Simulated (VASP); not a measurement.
Pd:

```
CELL_PARAMETERS angstrom
0.00000 1.94050 1.94050
1.94050 0.00000 1.94050
1.94050 1.94050 0.00000
ATOMIC_POSITIONS crystal
Pd 0.00000 0.00000 0.00000
```

Base run:

```yaml
Program: VASP 6.6.1
Functional: LDA
Potentials_or_basis: VASP PAW LDA potentials, release 64 (Pd)
Cutoff: 500 eV
k_mesh: 11 × 11 × 11
Occupations: fermi-dirac, width 0.1 eV
Spin: no spin polarisation
```

Its results: band gap on the k mesh zero (band 5 reaches 9.99 eV, above the bottom of band 6 at 8.46 eV); pressure -5.7 GPa.

Problem. The run is repeated on the same cell with these changes: k mesh from 11 × 11 × 11 to 6 × 6 × 6. What comes out?

Solution. Band gap on the k mesh zero (band 5 reaches 9.97 eV, above the bottom of band 6 at 8.37 eV); pressure -7.4 GPa.

Caveats: some runs use coarse meshes.
